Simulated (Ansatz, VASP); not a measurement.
## Two plane-wave programs on MgO

```
CELL_PARAMETERS angstrom
0.00000 2.03711 2.03711
2.03711 0.00000 2.03711
2.03711 2.03711 0.00000
ATOMIC_POSITIONS crystal
Mg 0.00000 0.00000 0.00000
O 0.50000 0.50000 0.50000
```

Alike in both runs: task single point; functional r2SCAN; k mesh 10 × 10 × 10; occupations gaussian, width 0.02 eV; no spin polarisation.

|  | VASP | Ansatz |
| --- | --- | --- |
| version | VASP 6.6.1 | Ansatz 0.2.0 |
| potentials or method | VASP PAW PBE potentials, release 64 (Mg, O), cutoff 520 eV | scalar-relativistic, plane waves, PAW |
| valence electrons in the cell | 8 | 16 |

|  | VASP | Ansatz | Ansatz less VASP |
| --- | --- | --- | --- |
| gap on the k mesh at the Fermi level (eV) | 6.68 | 6.70 | +0.024 |
| least direct gap on the mesh (eV) | 6.68 | 6.70 | +0.024 |
| pressure (GPa) | 18.0 | 19.1 | +1.13 |

VASP's potentials were made for PBE, not for r2SCAN. The functional is the same, so the differences come from potentials, cutoffs and numerics. VASP's potentials hold 8 valence electrons a cell and Ansatz's 16, so a difference there can come from the potentials and not from the codes.
